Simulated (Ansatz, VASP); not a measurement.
## Sr in VASP and in Ansatz

File INCAR:

```
ALGO     = Fast           # electronic algorithm
EDIFF    = 1E-6           # SCF threshold, eV
ENCUT    = 520            # plane-wave cutoff, eV
GGA      = PS             # functional
ISIF     = 2              # what is computed and relaxed
ISMEAR   = 0              # smearing method
LASPH    = True           # aspherical terms in the spheres
LCHARG   = False          # write CHGCAR
LREAL    = False          # projectors in reciprocal space
LWAVE    = False          # write WAVECAR
NBANDS   = 17             # bands
NELM     = 80             # most SCF steps
PREC     = Accurate       # precision mode
SIGMA    = 0.1            # smearing width, eV
```

KPOINTS

```
k-points
0
Gamma
  12 12 8
```

The input POSCAR:

```
Sr
1.0
    4.2784280785      0.0000000000      0.0000000000
   -2.1392140392      3.7052274042      0.0000000000
    0.0000000000      0.0000000000      7.0160957687
Sr
2
Direct
    0.3333333333      0.6666666667      0.2500000000
    0.6666666667      0.3333333333      0.7500000000
```

Input for Ansatz:

```yaml
crystal:
  lattice:
    - [4.2784280785, 0.0, 0.0]
    - [-2.1392140392, 3.7052274042, 0.0]
    - [0.0, 0.0, 7.0160957687]
  atoms:
    - { symbol: Sr, position: [0.3333333333, 0.6666666667, 0.25] }
    - { symbol: Sr, position: [0.6666666667, 0.3333333333, 0.75] }
basis:
  ecutwfc: 420
kpoints:
  mp_grid: { grid: [12, 12, 8] }
hamiltonian:
  xc: pbesol
scf:
  occupations: { method: gaussian, width: 0.1 }
output:
  forces: true
  stress: true
  eigenvalues: true
```

Change from the starting cell: equal strain along all axes, cell held, atoms relaxed: +2.0 %.

Alike in both runs: task single point; functional PBEsol; k mesh 12 × 12 × 8; occupations gaussian, width 0.1 eV; no spin polarisation.

```csv
,VASP,Ansatz
version,VASP 6.6.1,Ansatz 0.2.0
potentials or method,"VASP PAW PBE potentials, release 64 (Sr_sv), cutoff 520 eV","scalar-relativistic, plane waves, PAW"
valence electrons in the cell,20,20
```

```tsv
	VASP	Ansatz	Ansatz less VASP
gap on the k mesh at the Fermi level (eV)	none	none	-
pressure (GPa)	-0.6	-0.7	-0.01
```

VASP's potentials were made for PBE, not for PBEsol. A gap of «none» marks a metal or a gap that the smearing closes.
